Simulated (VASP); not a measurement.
MnS: density of states with PBEsol+U

MnS:

```
CELL_PARAMETERS angstrom
0.00000 2.60450 2.60450
2.60450 0.00000 2.60450
2.60450 2.60450 0.00000
ATOMIC_POSITIONS crystal
Mn 0.00000 0.00000 0.00000
S 0.50000 0.50000 0.50000
```

```json
{
  "Program": "VASP 6.6.1",
  "Task": "density of states",
  "Functional": "PBEsol",
  "Potentials or basis": "VASP PAW PBE potentials, release 64 (Mn_pv, S)",
  "Cutoff": "520 eV",
  "k mesh": "9 × 9 × 9",
  "Occupations": "fermi-dirac, width 0.05 eV",
  "Spin": "collinear spin, ferromagnetic start",
  "Starting moments": "[4.0, 0.0] μB",
  "Hubbard terms": "Mn d U = 6.0 eV",
  "Dipole correction": "no",
  "k mesh for the DOS": "14 × 14 × 14",
  "Occupations for the DOS": "tetrahedron",
  "Further INCAR settings": "ALGO = Normal; EDIFF = 1e-06; NBANDS = 20"
}
```

```yaml
Net_moment: 5.00 μB per cell
Site_moments: Mn +4.65; S +0.05 μB
Valence_electrons_inside_the_program's_atomic_spheres: Mn 11.29; S 3.76
```

Levels at points of the mesh, in eV from the valence-band top:
Spin up:
| k point | band 9 | band 10 | band 11 | band 12 | band 13 | band 14 | band 15 | band 16 |
| --- | --- | --- | --- | --- | --- | --- | --- | --- |
| (0.00, 0.00, 0.00) | -5.53 | -1.18 | -1.18 | -1.18 | 2.13 | 8.53 | 8.53 | 8.53 |
| (0.50, 0.00, 0.00) | -5.17 | -4.25 | 0.00 | 0.00 | 3.17 | 5.75 | 5.75 | 8.95 |
| (0.50, 0.50, 0.00) | -5.05 | -4.53 | -2.87 | -2.87 | 1.15 | 5.16 | 10.64 | 12.33 |
Spin down:
```tsv
k point	band 5	band 6	band 7	band 8	band 9	band 10
(0.00, 0.00, 0.00)	-0.99	-0.99	-0.99	2.90	2.90	2.90
(0.50, 0.00, 0.00)	-5.78	-2.24	-2.24	3.75	4.43	4.43
(0.50, 0.50, 0.00)	-5.03	-2.57	-2.57	1.13	2.65	3.64
```

Eigenvalues of the final occupation matrices:
```csv
site,spin,trace,eigenvalues
site 1 d,1,4.74,0.94 0.94 0.94 0.96 0.96
site 1 d,2,0.16,0.01 0.01 0.01 0.06 0.06
```

Run time: 94 s on 1 thread of AMD EPYC 9R45 96-Core Processor (Zen 5) (shared host), peak memory 0.21 GiB.

Caveat: a cell with one magnetic atom can't hold antiferromagnetic order, which such compounds often take. The state reached can hang on the start; a lower one may exist.
